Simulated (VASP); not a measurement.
# Si16Mo7 (a cell with a defect) in VASP: single point with PBE

Aim: the single point of Si16Mo7 (a cell with a defect) with PBE.

Everything below comes from runs of VASP 6.6.1. Logs are shortened: lines on timing, memory, paths and dates and some standing lists are left out, and cuts for length are marked.

### Step 1. The cell of the first run

The cell holds a defect, 23 atoms: a = 6.409 Å, b = 6.409 Å, c = 7.816 Å, α = 90.00°, β = 90.00°, γ = 90.00°.

### Step 2. Single point, PBE

Contents of INCAR:

```
SYSTEM = Si16Mo7
  ALGO = Normal
  EDIFF = 1E-7
  ENCUT = 520
  GGA = PE
  ISIF = 2
  ISMEAR = 0
  LASPH = .TRUE.
  LCHARG = .TRUE.
  LELF = .TRUE.
  LREAL = Auto
  LVHAR = .TRUE.
  LWAVE = .FALSE.
  NBANDS = 98
  NELM = 80
  PREC = Accurate
  SIGMA = 0.05
```

Contents of KPOINTS:

```
k-points
0
G
  2 2 2
  0 0 0
```

Contents of POSCAR:

```
Si16Mo7
1.0
    6.4085290000      0.0000000000      0.0000000000
    0.0000000000      6.4085290000      0.0000000000
    0.0000000000      0.0000000000      7.8161920000
Si Mo
16 7
Direct
    0.0029262566      0.0093102489      0.6710807513
    0.0006797192      0.0144001845      0.3205132371
    0.5004036028     -0.0138599669      0.6648381974
    0.4974579970     -0.0205405952      0.3367671879
    0.0029727571      0.4897278299      0.6715541276
    0.0012683098      0.4885798285      0.3284018612
    0.2832611041      0.2428860039      0.1758743900
    0.2672533744      0.2430172353      0.8301090864
    0.4995344485      0.5155253257      0.6662299237
    0.4967072787      0.5224740342      0.3354042480
    0.6914427632      0.2475998782      0.1938099781
    0.7205659832      0.2468574302      0.8127420616
    0.2419942236      0.7556908926      0.1535636535
    0.2363127326      0.7568179843      0.8393661517
    0.7685078744      0.7499181169      0.1579320211
    0.7769141717      0.7527201640      0.8363075011
   -0.0221242660      0.3434302942      0.0183160803
    0.5143238019     -0.0089541609     -0.0028355240
    0.2569510101      0.2487563059      0.5020749234
    0.5045271700      0.5022842215     -0.0021236684
    0.7453807262      0.2490125269      0.5020603383
    0.2466180616      0.7477847100      0.4969304746
    0.7589200267      0.7477578708      0.4961277819
```

Potentials or basis: VASP PAW PBE potentials, release 64 (Si, Mo_sv).

Started as:

```console
cat potpaw_PBE.64/Si/POTCAR potpaw_PBE.64/Mo_sv/POTCAR > POTCAR
mpirun -np 1 vasp_std > vasp.out
```

OUTCAR:

```text
SYSTEM = Si16Mo7
   EDIFF = 1E-7
   ENCUT = 520
   GGA = PE
   ISIF = 2
   ISMEAR = 0
   LASPH = .TRUE.
   LREAL = Auto
   NELM = 80
   PREC = Accurate

 ion  position               nearest neighbor table
   1  0.003  0.009  0.671-  16 2.54  14 2.57   8 2.58  19 2.60  12 2.61  21 2.61  22 2.66  23 2.67
                             2 2.74   5 3.08
   2  0.001  0.014  0.321-  15 2.59   7 2.59  13 2.62  21 2.64  19 2.64  11 2.67  23 2.68  22 2.70
                             1 2.74   6 3.04  17 3.17
   3  0.500  0.986  0.665-  12 2.47   4 2.56   8 2.57  22 2.59  18 2.60  23 2.61  14 2.62  19 2.62
                            21 2.63  16 2.68   9 3.02
   4  0.497  0.979  0.337-  11 2.40   7 2.51  22 2.52  23 2.56   3 2.56  13 2.61  19 2.65  18 2.66
                            15 2.67  21 2.68  10 2.93
   5  0.003  0.490  0.672-  16 2.57  19 2.61  21 2.62  14 2.62   8 2.63  12 2.63  22 2.65  23 2.66
                             6 2.68  17 2.87   1 3.08
   6  0.001  0.489  0.328-  17 2.60  15 2.61  21 2.62  23 2.62  19 2.62  22 2.64   7 2.68  13 2.68
                             5 2.68  11 2.73   2 3.04
   7  0.283  0.243  0.176-  17 2.40   4 2.51  19 2.56  10 2.58   2 2.59  20 2.59  18 2.60  11 2.62
                             6 2.68   8 2.70  13 3.14
   8  0.267  0.243  0.830-  17 2.45  19 2.57   3 2.57   1 2.58  20 2.61  18 2.61   5 2.63   9 2.63
                             7 2.70  12 2.91  14 3.12
   9  0.500  0.516  0.666-  12 2.51  22 2.57  10 2.59  20 2.59  23 2.60   8 2.63  19 2.64  21 2.65
                            14 2.66  16 2.69   3 3.02
  10  0.497  0.522  0.335-  11 2.43  22 2.50  23 2.55   7 2.58   9 2.59  13 2.63  20 2.64  15 2.66
                            19 2.67  21 2.70   4 2.93
  11  0.691  0.248  0.194-  17 2.37   4 2.40  10 2.43  21 2.43  18 2.52  20 2.54   7 2.62   2 2.67
                             6 2.73  12 2.98
  12  0.721  0.247  0.813-  17 2.38  21 2.43   3 2.47   9 2.51  18 2.55  20 2.59   1 2.61   5 2.63
                             8 2.91  11 2.98
  13  0.242  0.756  0.154-  14 2.46   4 2.61  18 2.61   2 2.62  10 2.63  20 2.64   6 2.68  22 2.68
                            15 3.03   7 3.14  17 3.31
  14  0.236  0.757  0.839-  13 2.46   1 2.57   3 2.62   5 2.62  18 2.64   9 2.66  20 2.67  22 2.68
                            16 2.94   8 3.12
  15  0.769  0.750  0.158-  16 2.51  18 2.57   2 2.59   6 2.61  20 2.64  23 2.64  10 2.66   4 2.67
                            13 3.03  17 3.13
  16  0.777  0.753  0.836-  15 2.51   1 2.54   5 2.57  18 2.60  23 2.66   3 2.68  20 2.69   9 2.69
                            14 2.94  17 3.25
  17  0.978  0.343  0.018-  11 2.37  12 2.38   7 2.40   8 2.45   6 2.60   5 2.87  15 3.13   2 3.17
                            20 3.20  16 3.25  13 3.31
  18  0.514  0.991  0.997-  11 2.52  12 2.55  15 2.57  16 2.60   7 2.60   3 2.60  13 2.61   8 2.61
                            14 2.64   4 2.66  20 3.13  20 3.28
  19  0.257  0.249  0.502-   7 2.56   8 2.57   1 2.60   5 2.61   3 2.62   6 2.62   2 2.64   9 2.64
                             4 2.65  10 2.67  21 3.13  22 3.20  22 3.21  21 3.28
  20  0.505  0.502  0.998-  11 2.54  12 2.59   7 2.59   9 2.59   8 2.61  15 2.64  13 2.64  10 2.64
                            14 2.67  16 2.69  18 3.13  17 3.20  18 3.28
  21  0.745  0.249  0.502-  12 2.43  11 2.43   1 2.61   5 2.62   6 2.62   3 2.63   2 2.64   9 2.65
                             4 2.68  10 2.70  19 3.13  23 3.20  23 3.21  19 3.28
  22  0.247  0.748  0.497-  10 2.50   4 2.52   9 2.57   3 2.59   6 2.64   5 2.65   1 2.66  14 2.68
                            13 2.68   2 2.70  23 3.13  19 3.20  19 3.21  23 3.28
  23  0.759  0.748  0.496-  10 2.55   4 2.56   9 2.60   3 2.61   6 2.62  15 2.64   5 2.66  16 2.66
                             1 2.67   2 2.68  22 3.13  21 3.20  21 3.21  22 3.28

  LATTYP: Found a simple tetragonal cell.
 ALAT       =     6.4085290000
 C/A-ratio  =     1.2196546196

  Lattice vectors:

 A1 = (   6.4085290000,   0.0000000000,   0.0000000000)
 A2 = (   0.0000000000,   6.4085290000,   0.0000000000)
 A3 = (   0.0000000000,   0.0000000000,   7.8161920000)

Analysis of symmetry for initial positions (statically):
=====================================================================
 Subroutine PRICEL returns:
 Original cell was already a primitive cell.

 Routine SETGRP: Setting up the symmetry group for a
 simple tetragonal supercell.

 Subroutine GETGRP returns: Found  1 space group operations
 (whereof  1 operations were pure point group operations)
 out of a pool of 16 trial point group operations.

The static configuration has the point symmetry C_1 .

Analysis of symmetry for dynamics (positions and initial velocities):
=====================================================================
 Subroutine PRICEL returns:
 Original cell was already a primitive cell.

 Routine SETGRP: Setting up the symmetry group for a
 simple tetragonal supercell.

 Subroutine GETGRP returns: Found  1 space group operations
 (whereof  1 operations were pure point group operations)
[... 87 lines left out ...]

  Length of vectors
     0.078021025  0.078021025  0.063969769

  Shift w.r.t. Gamma in fractional coordinates (k-lattice)
     0.000000000  0.000000000  0.000000000

 Subroutine IBZKPT returns following result:
 ===========================================

 Found      8 irreducible k-points:

 Following reciprocal coordinates:
            Coordinates               Weight
  0.000000  0.000000  0.000000      1.000000
  0.500000  0.000000  0.000000      1.000000
  0.000000  0.500000  0.000000      1.000000
  0.500000  0.500000  0.000000      1.000000
  0.000000  0.000000  0.500000      1.000000
  0.500000  0.000000  0.500000      1.000000
  0.000000  0.500000  0.500000      1.000000
  0.500000  0.500000  0.500000      1.000000
   k-points           NKPTS =      8   k-points in BZ     NKDIM =      8   number of bands    NBANDS=     98
   number of dos      NEDOS =    301   number of ions     NIONS =     23
   total plane-waves  NPLWV = 138240
   dimension x,y,z NGX =    48 NGY =   48 NGZ =   60
   dimension x,y,z NGXF=    96 NGYF=   96 NGZF=  120
   ions per type =              16   7
   NGX,Y,Z   is equivalent  to a cutoff of  12.45, 12.45, 12.76 a.u.
   NGXF,Y,Z  is equivalent  to a cutoff of  24.90, 24.90, 25.52 a.u.
 SYSTEM =  Si16Mo7
   PREC   = accura    normal or accurate (medium, high low for compatibility)
   ISTART =      0    job   : 0-new  1-cont  2-samecut
   ICHARG =      2    charge: 1-file 2-atom 10-const
   ISPIN  =      1    spin polarized calculation?
   LNONCOLLINEAR =      F non collinear calculations
   LSORBIT =      F    spin-orbit coupling
   LASPH  =      T    aspherical Exc in radial PAW
   ENCUT  =  520.0 eV  38.22 Ry    6.18 a.u.  11.92 11.92 14.53*2*pi/ulx,y,z
   NELM   =     80;   NELMIN=  2; NELMDL= -5     # of ELM steps
   EDIFF  = 0.1E-06   stopping-criterion for ELM
   LREAL  =      T    real-space projection
   EDIFFG = 0.1E-05   stopping-criterion for IOM
   NSW    =      0    number of steps for IOM
   IBRION =     -1    ionic relax: 0-MD 1-quasi-New 2-CG
   NFREE  =      0    steps in history (QN), initial steepest desc. (CG)
   ISIF   =      2    stress and relaxation
   ISYM   =      2    0-nonsym 1-usesym 2-fastsym
   POTIM  = 0.5000    time-step for ionic-motion
   TEBEG  =    0.0;   TEEND  =   0.0 temperature during run
   PSTRESS=    0.0 pullay stress
   NELECT =     162.0000    total number of electrons
   NUPDOWN=      -1.0000    fix difference up-down
   EMIN   =  10.00;   EMAX   =-10.00  energy-range for DOS
   EFERMI =   0.00;   METHOD = LEGACY
   ISMEAR =     0;   SIGMA  =   0.05  broadening in eV -4-tet -1-fermi 0-gaus
   EFERMI_NEDOS =   21; number of points for ismear=-14 and -15
   IALGO  =     38    algorithm
   IMIX   =      4    mixing-type and parameters
     AMIX     =   0.40;   BMIX     =  1.00
     AMIX_MAG =   1.60;   BMIX_MAG =  1.00
  volume/ion in A,a.u.               =      13.96        94.18
  Fermi-wavevector in a.u.,A,eV,Ry     =   1.303394  2.463058 23.114081  1.698837
  Thomas-Fermi vector in A             =   2.434399
   LORBIT       =      0    0 simple, 1 ext, 2 COOP (PROOUT), +10 PAW based schemes
   GGA     = PE    functional components
   LHFCALC =     F    Hartree Fock is set to
   AEXX    =    0.0000 exact exchange contribution
   IVDW    =     0    specifies the selected vdW correction
   LEPSILON=     F    determine dielectric tensor
   LRPA    =     F    only Hartree local field effects (RPA)
 non-spin polarized calculation
 Gauss-broadening in eV      SIGMA  =   0.05
  energy-cutoff  :      520.00
  volume of cell :      321.01
 maximum number of plane-waves:      8688
 NGX is ok and might be reduce to    48
   NGX = 23   NGY = 23   NGZ = 29

 number of electron     162.0000007 magnetization

 Free energy of the ion-electron system (eV)
  ---------------------------------------------------
  ext. energy  EPLUGINS =         0.00000000
  ---------------------------------------------------
  free energy    TOTEN  =      -166.01435150 eV

  energy without entropy =     -166.00682184  energy(sigma->0) =     -166.01058667

 E-fermi :  11.5027     XC(G=0): -12.0999

 val. band max:       11.4747007467   @ k =   0.0000   0.0000   0.5000
 cond. band min:      11.5182868038   @ k =   0.0000   0.5000   0.5000
 fundamental gap:      0.0435860571
 Fermi energy:        11.5026679095

 k-point     1 :       0.0000    0.0000    0.0000
  band No.  band energies     occupation
      1     -49.2397      2.00000
      2     -49.2133      2.00000
      3     -49.1988      2.00000
      4     -49.1649      2.00000
      5     -49.1504      2.00000
      6     -49.1374      2.00000
[... 757 lines left out ...]
     92      13.2729      0.00000
     93      13.4178      0.00000
 [bands above 93 left out]

------------------------ aborting loop because EDIFF is reached ----------------------------------------

  FORCE on cell =-STRESS in cart. coord.  units (eV):
  Direction    XX          YY          ZZ          XY          YZ          ZX
  --------------------------------------------------------------------------------------
  -------------------------------------------------------------------------------------
  Total       10.2574823      2.9620145     21.2524822     -1.1049193      0.2792359     -0.0006060
  in kB       51.1964009     14.7837916    106.0738463     -5.5147927      1.3937018     -0.0030247
  external PRESSURE =      57.3513463 kB  Pullay stress =       0.0000000 kB

 VOLUME and BASIS-vectors are now :
 -----------------------------------------------------------------------------
  energy-cutoff  :      520.00
  volume of cell :      321.01
      direct lattice vectors                 reciprocal lattice vectors
     6.408529000  0.000000000  0.000000000     0.156042050  0.000000000  0.000000000
     0.000000000  6.408529000  0.000000000     0.000000000  0.156042050  0.000000000
     0.000000000  0.000000000  7.816192000     0.000000000  0.000000000  0.127939539

 POSITION                                       TOTAL-FORCE (eV/Angst)
 -----------------------------------------------------------------------------------
      0.01875      0.05967      5.24530        -0.018817     -0.215345     -0.037879
      0.00436      0.09228      2.50519        -0.018881     -0.170498     -0.067447
      3.20685      6.31971      5.19650        -0.000646     -0.112628     -0.053427
      3.18797      6.27689      2.63224         0.078932      0.014293      0.035133
      0.01905      3.13844      5.24900        -0.014944     -0.205447     -0.005824
      0.00813      3.13108      2.56685         0.012234     -0.042601      0.438805
[... 15 lines left out ...]
      1.58046      4.79220      3.88410         0.098948     -0.298461      0.219682
      4.86356      4.79203      3.87783        -0.158179     -0.301425      0.283617
 -----------------------------------------------------------------------------------
    total drift:                               -0.002802      0.003431      0.005127

  FREE ENERGIE OF THE ION-ELECTRON SYSTEM (eV)
  ---------------------------------------------------
  free  energy   TOTEN  =      -166.0143515002 eV

  energy  without entropy=     -166.0068218392  energy(sigma->0) =     -166.01058667
```

Wall time 5.2 min (1 thread of Intel Xeon Platinum 8488C (Sapphire Rapids), shared host); peak memory 0.43 GiB.

Results:

```yaml
Free_energy: -166.0144 eV
Pressure: 5.7 GPa
Largest_force: 4.920 eV/Å
Band_gap_on_the_k_mesh: zero (bands 81 and 82 overlap by 0.49 eV)
```

Forces in eV/Å, atoms in the order of the input:
```
Si  -0.019 -0.215 -0.038
Si  -0.019 -0.170 -0.067
Si  -0.001 -0.113 -0.053
Si   0.079  0.014  0.035
Si  -0.015 -0.205 -0.006
Si   0.012 -0.043  0.439
Si  -0.289 -0.566 -0.013
Si  -0.005 -0.554 -0.010
Si  -0.046 -0.175  0.036
Si   0.039 -0.288 -0.051
Si   0.814 -0.314 -0.398
Si  -0.057 -0.353  0.257
Si  -0.126  0.116  0.285
Si   0.156  0.174 -0.094
Si   0.030 -0.193  0.013
Si  -0.245 -0.046  0.171
Mo   0.657  4.752 -1.096
Mo  -0.162 -0.385  0.064
Mo  -0.063 -0.257 -0.068
Mo  -0.688 -0.338  0.109
Mo   0.006 -0.242 -0.017
Mo   0.099 -0.298  0.220
Mo  -0.158 -0.301  0.284
```

Caveat: the k points lie up to 0.49 Å⁻¹ apart.

The gap in the log of VASP goes by the Fermi energy; the results here count the filled bands.